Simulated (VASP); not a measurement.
# Nb2Si2O (P4/mmm) in VASP: notebook

Runs on Nb2Si2O. Level: PBE. Tasks: single point.

Program: VASP 6.6.1. These are calculated values, not measurements. Logs are shortened: lines on timing, memory, paths and dates and some standing lists are left out, and cuts for length are marked.

**1. The cell of the first run**

It takes space group P4/mmm (No. 123, tetragonal). The conventional cell has a = 4.629 Å, b = 4.629 Å, c = 4.500 Å, α = 90.00°, β = 90.00°, γ = 90.00°. Within 3.1 Å of Nb (site symmetry mmm) lie 2 Si at 2.31 Å and 2 O at 2.31 Å. Within 3.0 Å of Si (site symmetry 4/mmm) lie 2 Si at 2.25 Å. Si (site symmetry 4/mmm) has 2 Si at 2.25 Å and 4 Nb at 2.31 Å within 3.0 Å. Within 3.1 Å of O (site symmetry 4/mmm) lie 4 Nb at 2.31 Å.

The cell was built from a structure type or drawn by symmetry, and may not be a known phase.

**2. Single point, PBE**

File INCAR:

```
SYSTEM = Nb2Si2O
PREC     = Accurate       ! precision mode
ENCUT    = 520            ! plane-wave cutoff, eV
EDIFF    = 1E-6           ! SCF threshold, eV
ISMEAR   = 0              ! smearing method
SIGMA    = 0.1            ! smearing width, eV
LREAL    = .FALSE.        ! projectors in reciprocal space
LASPH    = .TRUE.         ! aspherical terms in the spheres
NELM     = 80             ! most SCF steps
ALGO     = Normal         ! electronic algorithm
ISIF     = 2              ! what is computed and relaxed
LWAVE    = .FALSE.        ! write WAVECAR
LCHARG   = .FALSE.        ! write CHGCAR
GGA      = PE             ! functional
NBANDS   = 28             ! bands
```

File KPOINTS:

```
regular mesh
0
G
  4 4 4
  0 0 0
```

File POSCAR:

```
Nb2Si2O
1.0
    4.6285268990      0.0000000000      0.0000000000
    0.0000000000      4.6285268990      0.0000000000
    0.0000000000      0.0000000000      4.5000803657
Nb Si O
2 2 1
Direct
    0.0000000000      0.5000000000      0.5000000000
    0.5000000000      0.0000000000      0.5000000000
    0.0000000000      0.0000000000      0.0000000000
    0.0000000000      0.0000000000      0.5000000000
    0.5000000000      0.5000000000      0.5000000000
```

Potentials or basis: VASP PAW PBE potentials, release 64 (Nb_sv, Si, O).

Started as:

```bash
$ cat potpaw_PBE.64/Nb_sv/POTCAR potpaw_PBE.64/Si/POTCAR potpaw_PBE.64/O/POTCAR > POTCAR
$ mpirun -np 1 vasp_std > vasp.out
```

OUTCAR:

```text
SYSTEM = Nb2Si2O
   PREC = Accurate
   ENCUT = 520
   EDIFF = 1E-6
   ISMEAR = 0
   LREAL = .FALSE.
   LASPH = .TRUE.
   NELM = 80
   ISIF = 2
   GGA = PE

 ion  position               nearest neighbor table
   1  0.000  0.500  0.500-   4 2.31   5 2.31   4 2.31   5 2.31
   2  0.500  0.000  0.500-   4 2.31   5 2.31   5 2.31   4 2.31
   3  0.000  0.000  0.000-   4 2.25   4 2.25
   4  0.000  0.000  0.500-   3 2.25   3 2.25   1 2.31   2 2.31   1 2.31   2 2.31
   5  0.500  0.500  0.500-   1 2.31   2 2.31   2 2.31   1 2.31

  LATTYP: Found a simple tetragonal cell.
 ALAT       =     4.6285268990
 C/A-ratio  =     0.9722489388

  Lattice vectors:

 A1 = (   4.6285268990,   0.0000000000,   0.0000000000)
 A2 = (   0.0000000000,   4.6285268990,   0.0000000000)
 A3 = (   0.0000000000,   0.0000000000,   4.5000803657)

Analysis of symmetry for initial positions (statically):
=====================================================================
 Subroutine PRICEL returns:
 Original cell was already a primitive cell.

 Routine SETGRP: Setting up the symmetry group for a
 simple tetragonal supercell.

 Subroutine GETGRP returns: Found 16 space group operations
 (whereof 16 operations were pure point group operations)
 out of a pool of 16 trial point group operations.

The static configuration has the point symmetry D_4h.

Analysis of symmetry for dynamics (positions and initial velocities):
=====================================================================
 Subroutine PRICEL returns:
 Original cell was already a primitive cell.

 Routine SETGRP: Setting up the symmetry group for a
 simple tetragonal supercell.

 Subroutine GETGRP returns: Found 16 space group operations
 (whereof 16 operations were pure point group operations)
 out of a pool of 16 trial point group operations.

The dynamic configuration has the point symmetry D_4h.

 Subroutine INISYM returns: Found 16 space group operations
 (whereof 16 operations are pure point group operations),
 and found     1 'primitive' translations

----------------------------------------------------------------------------------------

                                     Primitive cell

  volume of cell :      96.4064

[... 83 lines left out ...]
   LSORBIT =      F    spin-orbit coupling
   LASPH  =      T    aspherical Exc in radial PAW
   ENCUT  =  520.0 eV  38.22 Ry    6.18 a.u.   8.61  8.61  8.37*2*pi/ulx,y,z
   NELM   =     80;   NELMIN=  2; NELMDL= -5     # of ELM steps
   EDIFF  = 0.1E-05   stopping-criterion for ELM
   LREAL  =      F    real-space projection
   EDIFFG = 0.1E-04   stopping-criterion for IOM
   NSW    =      0    number of steps for IOM
   IBRION =     -1    ionic relax: 0-MD 1-quasi-New 2-CG
   NFREE  =      0    steps in history (QN), initial steepest desc. (CG)
   ISIF   =      2    stress and relaxation
   ISYM   =      2    0-nonsym 1-usesym 2-fastsym
   POTIM  = 0.5000    time-step for ionic-motion
   TEBEG  =    0.0;   TEEND  =   0.0 temperature during run
   PSTRESS=    0.0 pullay stress
   NELECT =      40.0000    total number of electrons
   NUPDOWN=      -1.0000    fix difference up-down
   EMIN   =  10.00;   EMAX   =-10.00  energy-range for DOS
   EFERMI =   0.00;   METHOD = LEGACY
   ISMEAR =     0;   SIGMA  =   0.10  broadening in eV -4-tet -1-fermi 0-gaus
   EFERMI_NEDOS =   21; number of points for ismear=-14 and -15
   IALGO  =     38    algorithm
   IMIX   =      4    mixing-type and parameters
     AMIX     =   0.40;   BMIX     =  1.00
     AMIX_MAG =   1.60;   BMIX_MAG =  1.00
  volume/ion in A,a.u.               =      19.28       130.12
  Fermi-wavevector in a.u.,A,eV,Ry     =   1.221030  2.307411 20.285108  1.490913
  Thomas-Fermi vector in A             =   2.356226
   LORBIT       =      0    0 simple, 1 ext, 2 COOP (PROOUT), +10 PAW based schemes
   GGA     = PE    functional components
   LHFCALC =     F    Hartree Fock is set to
   AEXX    =    0.0000 exact exchange contribution
   IVDW    =     0    specifies the selected vdW correction
   LEPSILON=     F    determine dielectric tensor
   LRPA    =     F    only Hartree local field effects (RPA)
 non-spin polarized calculation
 Gauss-broadening in eV      SIGMA  =   0.10
  energy-cutoff  :      520.00
  volume of cell :       96.41
 maximum number of plane-waves:      2616
 NGX is ok and might be reduce to    36
   NGX = 17   NGY = 17   NGZ = 17

 number of electron      40.0000003 magnetization

 Free energy of the ion-electron system (eV)
  ---------------------------------------------------
  ext. energy  EPLUGINS =         0.00000000
  ---------------------------------------------------
  free energy    TOTEN  =       -35.05168962 eV

  energy without entropy =      -35.03327480  energy(sigma->0) =      -35.04248221

 E-fermi :   6.9508     XC(G=0): -10.0538

 val. band max:        6.9276706189   @ k =   0.2500   0.2500   0.2500
 cond. band min:       6.9874109973   @ k =   0.0000   0.0000   0.2500
 fundamental gap:      0.0597403784
 Fermi energy:         6.9507779747

 k-point     1 :       0.0000    0.0000    0.0000
  band No.  band energies     occupation
      1     -48.8679      2.00000
      2     -48.8221      2.00000
      3     -25.1571      2.00000
      4     -25.1571      2.00000
      5     -24.9206      2.00000
      6     -24.8643      2.00000
[... 547 lines left out ...]
     27      11.1466      0.00000
     28      11.4772      0.00000

------------------------ aborting loop because EDIFF is reached ----------------------------------------

  FORCE on cell =-STRESS in cart. coord.  units (eV):
  Direction    XX          YY          ZZ          XY          YZ          ZX
  --------------------------------------------------------------------------------------
  -------------------------------------------------------------------------------------
  Total       -0.0700835     -0.0700835     -0.1603780      0.0000000      0.0000000     -0.0000000
  in kB       -1.1647173     -1.1647173     -2.6653207      0.0000000      0.0000000     -0.0000000
  external PRESSURE =      -1.6649184 kB  Pullay stress =       0.0000000 kB

 VOLUME and BASIS-vectors are now :
 -----------------------------------------------------------------------------
  energy-cutoff  :      520.00
  volume of cell :       96.41
      direct lattice vectors                 reciprocal lattice vectors
     4.628526899  0.000000000  0.000000000     0.216051461  0.000000000  0.000000000
     0.000000000  4.628526899  0.000000000     0.000000000  0.216051461  0.000000000
     0.000000000  0.000000000  4.500080366     0.000000000  0.000000000  0.222218254

 POSITION                                       TOTAL-FORCE (eV/Angst)
 -----------------------------------------------------------------------------------
      0.00000      2.31426      2.25004         0.000000      0.000000      0.000000
      2.31426      0.00000      2.25004         0.000000      0.000000      0.000000
      0.00000      0.00000      0.00000         0.000000      0.000000      0.000000
      0.00000      0.00000      2.25004         0.000000      0.000000      0.000000
      2.31426      2.31426      2.25004         0.000000      0.000000      0.000000
 -----------------------------------------------------------------------------------
    total drift:                                0.000000     -0.000000      0.000000

  FREE ENERGIE OF THE ION-ELECTRON SYSTEM (eV)
  ---------------------------------------------------
  free  energy   TOTEN  =       -35.0516896247 eV

  energy  without entropy=      -35.0332747996  energy(sigma->0) =      -35.04248221
```

stdout:

```text
POSCAR found type information on POSCAR NbSiO
 POSCAR found :  3 types and       5 ions
 scaLAPACK will be used
 LDA part: xc-table for (Slater+PW92), standard interpolation
 POSCAR, INCAR and KPOINTS ok, starting setup
 FFT: planning ... GRIDC
 FFT: planning ... GRID_SOFT
 FFT: planning ... GRID
 WAVECAR not read
 entering main loop
```

Wall time 21 s (1 thread of Intel Xeon 6975P-C (Granite Rapids), shared host); peak memory 0.22 GiB.

What came out:

```yaml
Free_energy: -35.0517 eV
Pressure: -0.2 GPa
Band_gap_on_the_k_mesh: zero (bands 20 and 21 overlap by 1.29 eV)
```

Stress tensor (GPa, compression positive):
```
-0.12  0.00  0.00
 0.00 -0.12  0.00
 0.00  0.00 -0.27
```

**3. Single point, PBE**

This run uses another cell than the first one, of 23.30 Å³/atom.

File INCAR:

```
ALGO = Normal
EDIFF = 1E-6
ENCUT = 520
GGA = PE
ISIF = 2
ISMEAR = 0
LASPH = True
LCHARG = False
LREAL = False
LWAVE = False
NBANDS = 28
NELM = 100
PREC = Accurate
SIGMA = 0.1
```

File KPOINTS:

```
k-points
0
Gamma
  4 4 4
```

Edit POSCAR of step 2 so:

```diff
@@ -2,5 +2,5 @@
 1.0
-    4.6285268990      0.0000000000      0.0000000000
-    0.0000000000      4.6285268990      0.0000000000
-    0.0000000000      0.0000000000      4.5000803657
+    4.4400000200      0.0000000000      0.0000000000
+    0.0000000000      4.4400000200      0.0000000000
+    0.0000000000      0.0000000000      5.9100642900
 Nb Si O
```

Potentials or basis: VASP PAW PBE potentials, release 64 (Nb_sv, Si, O).

Started as:

```bash
$ cat potpaw_PBE.64/Nb_sv/POTCAR potpaw_PBE.64/Si/POTCAR potpaw_PBE.64/O/POTCAR > POTCAR
$ mpirun -np 1 vasp_std > vasp.out
```

OUTCAR:

```text
EDIFF = 1E-6
   ENCUT = 520
   GGA = PE
   ISIF = 2
   ISMEAR = 0
   LASPH = True
   LREAL = False
   NELM = 100
   PREC = Accurate

 ion  position               nearest neighbor table
   1  0.000  0.500  0.500-   4 2.22   5 2.22   4 2.22   5 2.22
   2  0.500  0.000  0.500-   4 2.22   5 2.22   5 2.22   4 2.22
   3  0.000  0.000  0.000-   4 2.96   4 2.96
   4  0.000  0.000  0.500-   1 2.22   2 2.22   1 2.22   2 2.22   3 2.96   3 2.96
   5  0.500  0.500  0.500-   1 2.22   2 2.22   2 2.22   1 2.22

  LATTYP: Found a simple tetragonal cell.
 ALAT       =     4.4400000200
 C/A-ratio  =     1.3310955548

  Lattice vectors:

 A1 = (   4.4400000200,   0.0000000000,   0.0000000000)
 A2 = (   0.0000000000,   4.4400000200,   0.0000000000)
 A3 = (   0.0000000000,   0.0000000000,   5.9100642900)

Analysis of symmetry for initial positions (statically):
=====================================================================
 Subroutine PRICEL returns:
 Original cell was already a primitive cell.

 Routine SETGRP: Setting up the symmetry group for a
 simple tetragonal supercell.

 Subroutine GETGRP returns: Found 16 space group operations
 (whereof 16 operations were pure point group operations)
 out of a pool of 16 trial point group operations.

The static configuration has the point symmetry D_4h.

Analysis of symmetry for dynamics (positions and initial velocities):
=====================================================================
 Subroutine PRICEL returns:
 Original cell was already a primitive cell.

 Routine SETGRP: Setting up the symmetry group for a
 simple tetragonal supercell.

 Subroutine GETGRP returns: Found 16 space group operations
 (whereof 16 operations were pure point group operations)
 out of a pool of 16 trial point group operations.

The dynamic configuration has the point symmetry D_4h.

[... 114 lines left out ...]
   IALGO  =     38    algorithm
   IMIX   =      4    mixing-type and parameters
     AMIX     =   0.40;   BMIX     =  1.00
     AMIX_MAG =   1.60;   BMIX_MAG =  1.00
  volume/ion in A,a.u.               =      23.30       157.25
  Fermi-wavevector in a.u.,A,eV,Ry     =   1.146328  2.166245 17.878969  1.314067
  Thomas-Fermi vector in A             =   2.283012
   LORBIT       =      0    0 simple, 1 ext, 2 COOP (PROOUT), +10 PAW based schemes
   GGA     = PE    functional components
   LHFCALC =     F    Hartree Fock is set to
   AEXX    =    0.0000 exact exchange contribution
   IVDW    =     0    specifies the selected vdW correction
   LEPSILON=     F    determine dielectric tensor
   LRPA    =     F    only Hartree local field effects (RPA)
 non-spin polarized calculation
 Gauss-broadening in eV      SIGMA  =   0.10
  energy-cutoff  :      520.00
  volume of cell :      116.51
 maximum number of plane-waves:      3158
 NGX is ok and might be reduce to    36
   NGX = 17   NGY = 17   NGZ = 21

 number of electron      39.9999996 magnetization

 Free energy of the ion-electron system (eV)
  ---------------------------------------------------
  ext. energy  EPLUGINS =         0.00000000
  ---------------------------------------------------
  free energy    TOTEN  =       -32.85171923 eV

  energy without entropy =      -32.81409957  energy(sigma->0) =      -32.83290940

 E-fermi :   4.9034     XC(G=0):  -9.1155

 val. band max:        4.8805122058   @ k =   0.5000   0.0000   0.5000
 cond. band min:       4.9063633751   @ k =   0.5000   0.0000   0.2500
 fundamental gap:      0.0258511692
 Fermi energy:         4.9033746975

 k-point     1 :       0.0000    0.0000    0.0000
  band No.  band energies     occupation
      1     -50.7173      2.00000
      2     -50.6359      2.00000
      3     -27.1596      2.00000
      4     -27.1596      2.00000
      5     -26.7152      2.00000
      6     -26.7152      2.00000
[... 547 lines left out ...]
     27       7.1910      0.00000
     28       9.2408      0.00000

------------------------ aborting loop because EDIFF is reached ----------------------------------------

  FORCE on cell =-STRESS in cart. coord.  units (eV):
  Direction    XX          YY          ZZ          XY          YZ          ZX
  --------------------------------------------------------------------------------------
  -------------------------------------------------------------------------------------
  Total        8.8109781      8.8109781     -9.0534915      0.0000000      0.0000000      0.0000000
  in kB      121.1648239    121.1648239   -124.4997647      0.0000000      0.0000000      0.0000000
  external PRESSURE =      39.2766277 kB  Pullay stress =       0.0000000 kB

 VOLUME and BASIS-vectors are now :
 -----------------------------------------------------------------------------
  energy-cutoff  :      520.00
  volume of cell :      116.51
      direct lattice vectors                 reciprocal lattice vectors
     4.440000020  0.000000000  0.000000000     0.225225224  0.000000000  0.000000000
     0.000000000  4.440000020  0.000000000     0.000000000  0.225225224  0.000000000
     0.000000000  0.000000000  5.910064290     0.000000000  0.000000000  0.169202897

 POSITION                                       TOTAL-FORCE (eV/Angst)
 -----------------------------------------------------------------------------------
      0.00000      2.22000      2.95503         0.000000      0.000000      0.000000
      2.22000      0.00000      2.95503         0.000000      0.000000      0.000000
      0.00000      0.00000      0.00000         0.000000      0.000000      0.000000
      0.00000      0.00000      2.95503         0.000000      0.000000      0.000000
      2.22000      2.22000      2.95503         0.000000      0.000000      0.000000
 -----------------------------------------------------------------------------------
    total drift:                                0.000000     -0.000000      0.000000

  FREE ENERGIE OF THE ION-ELECTRON SYSTEM (eV)
  ---------------------------------------------------
  free  energy   TOTEN  =       -32.8517192308 eV

  energy  without entropy=      -32.8140995667  energy(sigma->0) =      -32.83290940
```

stdout:

```text
POSCAR found type information on POSCAR NbSiO
 POSCAR found :  3 types and       5 ions
 scaLAPACK will be used
 LDA part: xc-table for (Slater+PW92), standard interpolation
 POSCAR, INCAR and KPOINTS ok, starting setup
 FFT: planning ... GRIDC
 FFT: planning ... GRID_SOFT
 FFT: planning ... GRID
 WAVECAR not read
 entering main loop
```

Run time: 32 s. Hardware: 1 thread of Intel Xeon 6975P-C (Granite Rapids), shared host; peak memory 0.25 GiB.

Results:

- Free energy: -32.8517 eV
- Pressure: 3.9 GPa
- Band gap on the k mesh: zero (bands 20 and 21 overlap by 1.31 eV)

Levels at points of the mesh, in eV from the Fermi level:
```
           k point  band 17  band 18  band 19  band 20  band 21  band 22  band 23  band 24
(0.00, 0.00, 0.00)    -1.59    -1.59     0.07     0.07     0.09     0.25     0.71     1.01
(0.50, 0.00, 0.00)    -2.65    -1.69    -0.95    -0.16     0.07     0.59     1.05     1.57
(0.50, 0.50, 0.00)    -4.49    -1.36    -1.36     1.16     1.26     1.59     1.96     1.96
(0.00, 0.00, 0.50)    -1.85    -1.85     0.09     0.39     0.70     0.70     0.95     0.97
(0.50, 0.00, 0.50)    -1.78    -1.24    -1.10    -0.94    -0.15    -0.02     0.03     1.47
(0.50, 0.50, 0.50)    -2.52    -0.73    -0.73     0.14     0.14     1.06     1.25     1.43
```

Caveat: the cell stands under pressure.

**4. Single point, PBE**

File INCAR:

```
PREC = Accurate
ENCUT = 520
EDIFF = 1E-7
ISMEAR = 0
SIGMA = 0.1
LREAL = F
LASPH = T
NELM = 80
ALGO = Normal
ISIF = 2
LWAVE = F
LCHARG = T
GGA = PE
LELF = T
LVHAR = T
NBANDS = 28
```

File KPOINTS:

```
regular mesh
0
Gamma
  8 8 8
```

Edit POSCAR of step 3 so:

```diff
@@ -2,5 +2,5 @@
 1.0
-    4.4400000200      0.0000000000      0.0000000000
-    0.0000000000      4.4400000200      0.0000000000
-    0.0000000000      0.0000000000      5.9100642900
+    4.6294234952      0.0000000000      0.0000000000
+    0.0000000000      4.6294234952      0.0000000000
+    0.0000000000      0.0000000000      4.4989063361
 Nb Si O
```

Started as:

```bash
$ cat potpaw_PBE.64/Nb_sv/POTCAR potpaw_PBE.64/Si/POTCAR potpaw_PBE.64/O/POTCAR > POTCAR
$ mpirun -np 1 vasp_std > vasp.out
```

It took 86 s on 1 thread of Intel Xeon 6975P-C (Granite Rapids), shared host; peak memory 0.32 GiB.

The run converged. Its results:

```
Free energy            : -35.1009 eV
Pressure               : -0.2 GPa
Band gap on the k mesh : zero (bands 20 and 21 overlap by 1.56 eV)
```

Levels at points of the mesh, in eV from the Fermi level:
```tsv
k point	band 16	band 17	band 18	band 19	band 20	band 21	band 22	band 23	band 24	band 25
(0.00, 0.00, 0.00)	-3.13	-1.81	-1.81	-1.66	-1.66	-0.47	-0.01	0.69	0.69	0.74
(0.50, 0.00, 0.00)	-4.18	-3.31	-2.19	-1.22	-0.19	0.04	0.39	0.85	1.03	1.55
(0.50, 0.50, 0.00)	-4.66	-2.23	-2.13	-2.13	0.82	0.94	1.19	1.67	1.67	2.11
(0.00, 0.00, 0.50)	-3.07	-3.07	-0.87	-0.24	-0.24	0.00	0.44	0.44	0.90	1.66
(0.50, 0.00, 0.50)	-2.71	-2.68	-1.67	-0.36	-0.30	-0.12	0.37	0.44	1.23	2.06
(0.50, 0.50, 0.50)	-4.65	-1.97	-1.97	0.51	0.51	0.51	0.56	0.58	1.08	1.84
```

**5. Summary**

| cell | k mesh | gap on the mesh (eV) | pressure (GPa) |
| --- | --- | --- | --- |
| a = 4.629, b = 4.629, c = 4.500 Å, 5 atoms | 4 × 4 × 4 | none | -0.2 |
| a = 4.440, b = 4.440, c = 5.910 Å, 5 atoms | 4 × 4 × 4 | none | 3.9 |
| a = 4.629, b = 4.629, c = 4.499 Å, 5 atoms | 8 × 8 × 8 | none | -0.2 |

Alike in all rows: task single point; level PBE; potentials or basis VASP PAW PBE potentials, release 64 (Nb_sv, Si, O); no spin polarisation; cutoff (eV) 520; smearing gaussian 0.1 eV.

Caveats: the cell stands under pressure (at least some runs).

Total energies depend on the potentials used, so only differences within one code and one set of settings carry meaning.
